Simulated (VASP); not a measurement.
# In3Se (Pm-3m) in VASP: further runs, part 2 of 2

VASP 6.6.1.

**3. Single point, PBEsol**

File INCAR:

```
PREC = Accurate
ENCUT = 520
EDIFF = 1E-7
ISMEAR = 0
SIGMA = 0.15
LREAL = False
LASPH = True
NELM = 60
ALGO = Normal
ISIF = 2
LWAVE = False
LCHARG = True
GGA = PS
LELF = True
LVHAR = True
NBANDS = 30
```

File KPOINTS:

```
Automatic mesh
0
Gamma
  10 10 10
```

File POSCAR:

```
In3Se
1.0
    4.6684208680      0.0000000000      0.0000000000
    0.0000000000      4.6684208680      0.0000000000
    0.0000000000      0.0000000000      4.6684208680
In Se
3 1
Direct
    0.0000000000      0.5000000000      0.5000000000
    0.5000000000      0.0000000000      0.5000000000
    0.5000000000      0.5000000000      0.0000000000
    0.0000000000      0.0000000000      0.0000000000
```

Potentials or basis: VASP PAW PBE potentials, release 64 (In_d, Se).

Command:

```sh
> cat potpaw_PBE.64/In_d/POTCAR potpaw_PBE.64/Se/POTCAR > POTCAR
> mpirun -np 1 vasp_std > vasp.out
```

OUTCAR:

```text
PREC = Accurate
   ENCUT = 520
   EDIFF = 1E-7
   ISMEAR = 0
   LREAL = False
   LASPH = True
   NELM = 60
   ISIF = 2
   GGA = PS

 ion  position               nearest neighbor table
   1  0.000  0.500  0.500-   2 3.30   3 3.30   4 3.30   3 3.30   4 3.30   2 3.30   4 3.30   4 3.30
                             2 3.30   3 3.30   3 3.30   2 3.30
   2  0.500  0.000  0.500-   1 3.30   3 3.30   4 3.30   3 3.30   4 3.30   1 3.30   3 3.30   3 3.30
                             1 3.30   4 3.30   4 3.30   1 3.30
   3  0.500  0.500  0.000-   1 3.30   2 3.30   4 3.30   1 3.30   2 3.30   2 3.30   4 3.30   2 3.30
                             1 3.30   4 3.30   1 3.30   4 3.30
   4  0.000  0.000  0.000-   1 3.30   2 3.30   3 3.30   1 3.30   2 3.30   1 3.30   3 3.30   1 3.30
                             2 3.30   3 3.30   2 3.30   3 3.30

  LATTYP: Found a simple cubic cell.
 ALAT       =     4.6684208680

  Lattice vectors:

 A1 = (   4.6684208680,   0.0000000000,   0.0000000000)
 A2 = (   0.0000000000,   4.6684208680,   0.0000000000)
 A3 = (   0.0000000000,   0.0000000000,   4.6684208680)

Analysis of symmetry for initial positions (statically):
=====================================================================
[... 180 lines left out ...]
 cond. band min:       6.6647328288   @ k =   0.4000   0.0000   0.0000
 fundamental gap:      0.0555655825
 Fermi energy:         6.6642708007

 k-point     1 :       0.0000    0.0000    0.0000
  band No.  band energies     occupation
      1      -8.1003      2.00000
      2      -8.0679      2.00000
      3      -8.0679      2.00000
      4      -8.0679      2.00000
      5      -7.9201      2.00000
      6      -7.9201      2.00000
[... 781 lines left out ...]
     29      11.8477      0.00000
     30      13.9597      0.00000

 [... further k-points ...]

------------------------ aborting loop because EDIFF is reached ----------------------------------------

  FORCE on cell =-STRESS in cart. coord.  units (eV):
  Direction    XX          YY          ZZ          XY          YZ          ZX
  --------------------------------------------------------------------------------------
  -------------------------------------------------------------------------------------
  Total       -0.0151492     -0.0151492     -0.0151492      0.0000000     -0.0000000      0.0000000
  in kB       -0.2385561     -0.2385561     -0.2385561      0.0000000     -0.0000000      0.0000000
  external PRESSURE =      -0.2385561 kB  Pullay stress =       0.0000000 kB

 VOLUME and BASIS-vectors are now :
 -----------------------------------------------------------------------------
  energy-cutoff  :      520.00
  volume of cell :      101.74
      direct lattice vectors                 reciprocal lattice vectors
     4.668420868  0.000000000  0.000000000     0.214205194  0.000000000  0.000000000
     0.000000000  4.668420868  0.000000000     0.000000000  0.214205194  0.000000000
     0.000000000  0.000000000  4.668420868     0.000000000  0.000000000  0.214205194

 POSITION                                       TOTAL-FORCE (eV/Angst)
 -----------------------------------------------------------------------------------
      0.00000      2.33421      2.33421         0.000000      0.000000      0.000000
      2.33421      0.00000      2.33421         0.000000      0.000000      0.000000
      2.33421      2.33421      0.00000         0.000000      0.000000      0.000000
      0.00000      0.00000      0.00000         0.000000      0.000000      0.000000
 -----------------------------------------------------------------------------------
    total drift:                                0.000000      0.000000      0.000000

  FREE ENERGIE OF THE ION-ELECTRON SYSTEM (eV)
  ---------------------------------------------------
  free  energy   TOTEN  =       -13.2521886809 eV

  energy  without entropy=      -13.2327148132  energy(sigma->0) =      -13.24245175
```

OSZICAR:

```text
N       E                     dE             d eps       ncg     rms          rms(c)
DAV:   1     0.406030924439E+03    0.40603E+03   -0.21353E+04  3360   0.192E+03
DAV:   2     0.284167658591E+02   -0.37761E+03   -0.36925E+03  3372   0.453E+02
DAV:   3    -0.117145158417E+02   -0.40131E+02   -0.38772E+02  4216   0.163E+02
DAV:   4    -0.134524794956E+02   -0.17380E+01   -0.17334E+01  3910   0.353E+01
DAV:   5    -0.135224760882E+02   -0.69997E-01   -0.69990E-01  4882   0.621E+00    0.465E+00
DAV:   6    -0.132662439922E+02    0.25623E+00   -0.74852E-01  4580   0.957E+00    0.268E+00
DAV:   7    -0.132570570618E+02    0.91869E-02   -0.13352E-01  4360   0.230E+00    0.947E-01
DAV:   8    -0.132528647796E+02    0.41923E-02   -0.11397E-02  4856   0.654E-01    0.283E-01
DAV:   9    -0.132522323207E+02    0.63246E-03   -0.28745E-03  4834   0.342E-01    0.121E-01
DAV:  10    -0.132521846710E+02    0.47650E-04   -0.38791E-04  4694   0.213E-01    0.430E-02
DAV:  11    -0.132521908542E+02   -0.61832E-05   -0.64987E-05  4076   0.392E-02    0.125E-02
DAV:  12    -0.132521887519E+02    0.21023E-05   -0.34983E-06  5032   0.174E-02    0.520E-03
DAV:  13    -0.132521886809E+02    0.71009E-07   -0.26530E-07  3518   0.285E-03
   1 F= -.13252189E+02 E0= -.13242452E+02  d E =-.194739E-01
```

Wall time 1.9 min (1 thread of Intel Xeon Platinum 8488C (Sapphire Rapids), shared host); peak memory 0.28 GiB.

Results:

```
Free energy            : -13.2522 eV
Pressure               : 0.0 GPa
Band gap on the k mesh : zero (an odd number of electrons rules out a gap without spin polarisation)
```

Caveat: the PAW data sets were made with another functional, which shifts forces and pressure a little; spin-orbit coupling is left out, which moves the levels of the heavy elements.

**4. Relaxation of cell and atoms, PBEsol**

File INCAR:

```
ALGO = Normal ; EDIFF = 1E-7
EDIFFG = -0.005 ; ENCUT = 600
GGA = PS ; IBRION = 2
ISIF = 3 ; ISMEAR = 0
LASPH = True ; LCHARG = False
LREAL = False ; LWAVE = False
NELM = 80 ; NSW = 100
PREC = Accurate ; SIGMA = 0.1
```

File KPOINTS:

```
k-points
0
Gamma
  10 10 10
```

POSCAR is that of step 3.

Command:

```sh
> cat potpaw_PBE.64/In_d/POTCAR potpaw_PBE.64/Se/POTCAR > POTCAR
> mpirun -np 1 vasp_std > vasp.out
```

It took 3 min on 1 thread of Intel Xeon Platinum 8488C (Sapphire Rapids), shared host; peak memory 0.34 GiB.

The run converged. Its results:

| Property | Result |
| --- | --- |
| Free energy | -13.2474 eV |
| Pressure after relaxing | 0.0 GPa |
| Band gap on the k mesh | zero (an odd number of electrons rules out a gap without spin polarisation) |

Final structure:
```cif
data_structure
_symmetry_space_group_name_H-M 'P 1'
_symmetry_Int_Tables_number 1
_cell_length_a 4.6684
_cell_length_b 4.6684
_cell_length_c 4.6684
_cell_angle_alpha 90.000
_cell_angle_beta 90.000
_cell_angle_gamma 90.000
_cell_volume 101.74
loop_
_atom_site_label
_atom_site_type_symbol
_atom_site_fract_x
_atom_site_fract_y
_atom_site_fract_z
_atom_site_occupancy
In1 In 0.00000 0.50000 0.50000 1
In2 In 0.50000 0.00000 0.50000 1
In3 In 0.50000 0.50000 0.00000 1
Se1 Se 0.00000 0.00000 0.00000 1
```

Levels at points of the mesh, in eV from the Fermi level:
| k point | band 18 | band 19 | band 20 | band 21 | band 22 | band 23 | band 24 | band 25 | band 26 | band 27 |
| --- | --- | --- | --- | --- | --- | --- | --- | --- | --- | --- |
| (0.00, 0.00, 0.00) | -3.58 | -3.58 | -3.58 | -2.06 | -2.06 | 1.23 | 1.23 | 1.23 | 4.42 | 4.42 |
| (0.50, 0.00, 0.00) | -5.03 | -2.66 | -2.66 | -1.37 | -1.06 | -0.19 | -0.19 | 1.29 | 4.05 | 4.06 |
| (0.50, 0.50, 0.00) | -6.24 | -5.97 | -2.09 | -0.96 | -0.54 | -0.54 | 1.62 | 1.78 | 1.78 | 2.00 |
| (0.50, 0.50, 0.50) | -4.58 | -4.58 | -4.37 | -4.37 | -4.37 | -3.49 | 3.32 | 3.32 | 3.32 | 8.49 |

Caveat: the relaxation stopped at its first step, so nothing moved; the PAW data sets were made with another functional, which shifts forces and pressure a little; spin-orbit coupling is left out, which moves the levels of the heavy elements.

**5. Relaxation of cell and atoms, PBEsol**

This run uses another cell than the first one, of 27.71 Å³/atom.

File INCAR:

```
SYSTEM = In3Se
PREC     = Accurate       ! precision mode
ENCUT    = 600            ! plane-wave cutoff, eV
EDIFF    = 1E-6           ! SCF threshold, eV
ISMEAR   = 0              ! smearing method
SIGMA    = 0.1            ! smearing width, eV
LREAL    = .FALSE.        ! projectors in reciprocal space
LASPH    = .TRUE.         ! aspherical terms in the spheres
NELM     = 80             ! most SCF steps
ALGO     = Normal         ! electronic algorithm
ISIF     = 3              ! what is computed and relaxed
LWAVE    = .FALSE.        ! write WAVECAR
LCHARG   = .FALSE.        ! write CHGCAR
GGA      = PS             ! functional
IBRION   = 2              ! ionic algorithm
NSW      = 100            ! ionic steps
EDIFFG   = -0.005         ! ionic threshold
```

File KPOINTS:

```
Automatic mesh
0
G
  10 10 10
  0 0 0
```

File POSCAR:

```
In3Se
1.0
    4.8037580000      0.0000000000      0.0000000000
    0.0000000000      4.8037580000      0.0000000000
    0.0000000000      0.0000000000      4.8037580000
In Se
3 1
Direct
    0.0000000000      0.5000000000      0.5000000000
    0.5000000000      0.0000000000      0.5000000000
    0.5000000000      0.5000000000      0.0000000000
    0.0000000000      0.0000000000      0.0000000000
```

Command:

```sh
> cat potpaw_PBE.64/In_d/POTCAR potpaw_PBE.64/Se/POTCAR > POTCAR
> mpirun -np 1 vasp_std > vasp.out
```

It took 7.7 min on 1 thread of Intel Xeon Platinum 8488C (Sapphire Rapids), shared host; peak memory 0.36 GiB.

It converged, with:

- Free energy: -13.2481 eV
- Relaxed volume: 25.46 Å³/atom
- Relaxed cell: a = 4.670 Å, b = 4.670 Å, c = 4.670 Å, α = 90.00°, β = 90.00°, γ = 90.00°
- Space group after relaxing (to 0.1 Å): Pm-3m (No. 221)
- Energy gained by relaxing: 22.7 meV/atom
- Ionic steps: 5
- Pressure after relaxing: 0.0 GPa
- Band gap on the k mesh: zero (an odd number of electrons rules out a gap without spin polarisation)

Step by step:
```tsv
step	energy change (eV)	largest force (eV/Å)	pressure (GPa)	volume (Å³)
1	0.0000	0.0000	-2.98	110.85
2	-0.0895	0.0000	-0.37	102.78
3	-0.0906	0.0000	-0.03	101.90
4	-0.0906	0.0000	0.04	101.73
5	-0.0907	0.0000	0.01	101.84
```

Final structure:
```
In Se
1.0
     4.66983    0.00000    0.00000
     0.00000    4.66983    0.00000
     0.00000    0.00000    4.66983
In Se
3 1
Direct
  0.00000 0.50000 0.50000
  0.50000 0.00000 0.50000
  0.50000 0.50000 0.00000
  0.00000 0.00000 0.00000
```

Levels at points of the mesh, in eV from the Fermi level:
```csv
k point,band 19,band 20,band 21,band 22,band 23,band 24,band 25,band 26
"(0.00, 0.00, 0.00)",-3.58,-3.58,-2.06,-2.06,1.23,1.23,1.23,4.41
"(0.50, 0.00, 0.00)",-2.65,-2.65,-1.37,-1.06,-0.19,-0.19,1.29,4.04
"(0.50, 0.50, 0.00)",-5.96,-2.09,-0.95,-0.54,-0.54,1.62,1.78,1.78
"(0.50, 0.50, 0.50)",-4.58,-4.37,-4.37,-4.37,-3.48,3.32,3.32,3.32
```

Caveat: the PAW data sets were made with another functional, which shifts forces and pressure a little; spin-orbit coupling is left out, which moves the levels of the heavy elements.

**6. Summary**

| task | cell | cutoff (eV) | smearing | gap on the mesh (eV) | pressure (GPa) |
| --- | --- | --- | --- | --- | --- |
| single point | a = 4.668 Å, 4 atoms | 520 | gaussian 0.1 eV | none | 0.0 |
| single point | a = 4.668 Å, 4 atoms | 520 | gaussian 0.15 eV | none | 0.0 |
| relaxation of cell and atoms | relaxed from a = 4.668 Å, 4 atoms | 600 | gaussian 0.1 eV | none | 0.0 |
| relaxation of cell and atoms | relaxed from a = 4.804 Å, 4 atoms | 600 | gaussian 0.1 eV | none | 0.0 |

Alike in all rows: level PBEsol; potentials or basis VASP PAW PBE potentials, release 64 (In_d, Se); no spin polarisation; k mesh 10 × 10 × 10.

Caveats: the PAW data sets were made with another functional, which shifts forces and pressure a little; spin-orbit coupling is left out, which moves the levels of the heavy elements; the relaxation stopped at its first step, so nothing moved (at least some runs).

Total energies depend on the potentials used, so only differences within one code and one set of settings carry meaning.
